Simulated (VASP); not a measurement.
A run of VASP 6.6.1:

Contents of INCAR:

```
SYSTEM = C
  PREC = Accurate
  ENCUT = 520
  EDIFF = 1E-6
  ISMEAR = 0
  SIGMA = 0.2
  LREAL = .False.
  LASPH = .True.
  NELM = 100
  ALGO = Normal
  ISIF = 2
  LWAVE = .False.
  LCHARG = .False.
  GGA = PE
  NBANDS = 36
```

KPOINTS

```
regular mesh
0
Gamma
  6 6 6
  0 0 0
```

Contents of POSCAR:

```
C
1.0
   -3.5278568140     -2.0369004448     -0.8465229001
    3.5277951156     -2.0367877832     -0.8465657506
   -0.0000104593      0.0000462686      5.0791347624
C
12
Direct
    0.0000009735      0.6255161787      0.4189275562
    1.0000005692      0.6255157191      0.9189366711
    0.6255396780      0.6255371858      0.3938067803
    0.6255427309      0.6255343523      0.8938065409
    0.6255332526      0.0000075208      0.4189589675
    0.6255341695      1.0000051121      0.9189513008
    0.3744652596     -0.0000078071      0.0810399419
    0.3744671166     -0.0000045396      0.5810486266
    0.3744593067      0.3744626614      0.1061925421
    0.3744589238      0.3744662561      0.6061922279
   -0.0000004374      0.3744849998      0.0810746131
   -0.0000015430      0.3744823607      0.5810642317
```

Potentials or basis: VASP PAW PBE potentials, release 64 (C).

The run is started by

```console
$ cat potpaw_PBE.64/C/POTCAR > POTCAR
$ mpirun -np 1 vasp_std > vasp.out
```

Hardware: 1 thread of Intel(R) Xeon(R) 6975P-C (Granite Rapids) (shared host).

How long does it take, and how much memory?

Run time: 99 s on 1 thread of Intel(R) Xeon(R) 6975P-C (Granite Rapids), on a shared host, peak memory 0.31 GiB. Counts: scf iterations 13, k points 112.
